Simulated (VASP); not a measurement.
Wanted: the native input for a VASP 6.6.1 run.

```yaml
Task: single point
Functional: LDA
Potentials_or_basis: VASP PAW LDA potentials, release 64 (Ca_sv, Si)
Cutoff: 520 eV
k_mesh: 8 × 8 × 8
Occupations: gaussian, width 0.05 eV
Spin: no spin polarisation
Dipole_correction: no
Further_INCAR_settings: ALGO = Normal; EDIFF = 1e-06; NBANDS = 19
```

The structure of Ca2Si lies in POSCAR:

```
Ca2Si
1.0
    0.0000000000      3.4199606202      3.6652565209
    3.4199606202      0.0000000000      3.6652565209
    3.4199606202      3.4199606202      0.0000000000
Ca Si
2 1
Direct
    0.7344790822      0.7344790822      0.7655209178
    0.2655209178      0.2655209178      0.2344790822
    0.0000000000      0.0000000000      0.0000000000
```

This cell differs from its parent crystal: atoms displaced along a vibrational mode, the cell strained.

These files were run (other wordings do the same):

INCAR

```
PREC = Accurate
ENCUT = 520
EDIFF = 1E-6
ISMEAR = 0
SIGMA = 0.05
LREAL = False
LASPH = True
NELM = 80
ALGO = Normal
ISIF = 2
LWAVE = False
LCHARG = False
GGA = CA
NBANDS = 19
```

KPOINTS

```
regular mesh
0
Gamma
  8 8 8
```

Potentials or basis: VASP PAW LDA potentials, release 64 (Ca_sv, Si).

Command:

```sh
$ cat potpaw_LDA.64/Ca_sv/POTCAR potpaw_LDA.64/Si/POTCAR > POTCAR
$ mpirun -np 1 vasp_std > vasp.out
```

It gave:

```json
{
  "Pressure": "0.3 GPa",
  "Largest force": "0.492 eV/Å"
}
```

Caveat: the cell differs from its parent crystal (atoms displaced along a vibrational mode, the cell strained).

Run time: 4 min on 1 thread of Oxide Virtual Turin-like Processor, on a shared host, peak memory 0.24 GiB.
